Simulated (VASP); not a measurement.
Input of a VASP 6.6.1 run:

POSCAR

```
GaN
1.0
    0.0000000000      2.0452597773      2.1769953714
    2.0452597773      0.0000000000      2.1769953714
    2.0452597773      2.0452597773      0.0000000000
Ga N
1 1
Direct
    0.0000000000      0.0000000000      0.0000000000
    0.5000000000      0.5000000000      0.5000000000
```

INCAR.step1

```
PREC     = Accurate       # precision mode
ENCUT    = 520            # plane-wave cutoff, eV
ISMEAR   = -1             # smearing method
SIGMA    = 0.02           # smearing width, eV
LREAL    = False          # projectors in reciprocal space
LASPH    = True           # aspherical terms in the spheres
NELM     = 150            # most SCF steps
MAGMOM   = 0 0 0 0 0 0    # initial moments
LSORBIT  = True           # spin-orbit coupling
GGA_COMPAT= False        
NBANDS   = 30             # bands
GGA      = PE             # functional
ALGO     = Normal         # electronic algorithm
EDIFF    = 1E-4           # SCF threshold, eV
LWAVE    = True           # write WAVECAR
LCHARG   = False          # write CHGCAR
```

Contents of INCAR.step2:

```
PREC     = Accurate       # precision mode
ENCUT    = 520            # plane-wave cutoff, eV
EDIFF    = 1E-6           # SCF threshold, eV
ISMEAR   = -1             # smearing method
SIGMA    = 0.02           # smearing width, eV
LREAL    = False          # projectors in reciprocal space
LASPH    = True           # aspherical terms in the spheres
NELM     = 150            # most SCF steps
ALGO     = Normal         # electronic algorithm
ISIF     = 2              # what is computed and relaxed
LWAVE    = False          # write WAVECAR
LCHARG   = False          # write CHGCAR
MAGMOM   = 0 0 0 0 0 0    # initial moments
LORBIT   = 11             # projections on sites
LSORBIT  = True           # spin-orbit coupling
GGA_COMPAT= False        
LORBMOM  = True         
METAGGA  = R2SCAN         # meta-GGA
LMIXTAU  = True         
NBANDS   = 30             # bands
ISTART   = 1
```

File KPOINTS:

```
regular mesh
0
Gamma
  10 10 10
```

Potentials or basis: VASP PAW PBE potentials, release 64 (Ga_d, N).

Launch:

```bash
$ cat potpaw_PBE.64/Ga_d/POTCAR potpaw_PBE.64/N/POTCAR > POTCAR
$ cp INCAR.step1 INCAR
$ mpirun -np 1 vasp_ncl > vasp.out
$ cp INCAR.step2 INCAR
$ mpirun -np 1 vasp_ncl > vasp.out
```

Question: Predict the pressure.

Answer: 10.7 GPa.

Question: Estimate the net moment.

Answer: 0.00 μB per cell.

Stress tensor (GPa, compression positive):
```
15.57  0.00  0.00
 0.00 15.57  0.00
 0.00  0.00  0.95
```

Caveat: the cell differs from its parent crystal (epitaxial xy strain -3.0%); the stress differs along the axes, from 1 to 16 GPa; the structure was generated, so it needn't be the stable form of GaN; the PAW data sets were made with another functional, which shifts forces and pressure a little.
